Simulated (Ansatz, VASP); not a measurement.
# As in VASP and in Ansatz

```xyz
2
Lattice="2.9057 0.0000 0.0000 -1.4528 2.5164 0.0000 0.0000 0.0000 5.4975" Properties=species:S:1:pos:R:3 pbc="T T T"
As    0.0000    0.0000    4.1000
As    0.0000    0.0000    1.3975
```

Alike in both runs: functional PBE; k mesh 24 × 24 × 10; occupations gaussian, width 0.1 eV; no spin polarisation.

Ansatz relaxed the structure, and its values are those at the end. VASP's run is a single point on that final structure, the one shown.

|  | VASP | Ansatz |
| --- | --- | --- |
| version | VASP 6.6.1 | Ansatz 0.2.0 |
| potentials or method | VASP PAW PBE potentials, release 64 (As), cutoff 520 eV | scalar-relativistic, plane waves, PAW |
| valence electrons in the cell | 10 | 30 |

VASP gave:

```
gap on the k mesh at the Fermi level (eV) : none
pressure (GPa)                            : 0.1
```

Estimate Ansatz's values.

gap on the k mesh at the Fermi level (eV): none; pressure (GPa): 0.0.

A gap of «none» marks a metal or a gap that the smearing closes. With one functional, cell and mesh, what is left measures potentials, basis and numerics. VASP's potentials hold 10 valence electrons a cell and Ansatz's 30, so a difference there can come from the potentials and not from the codes.
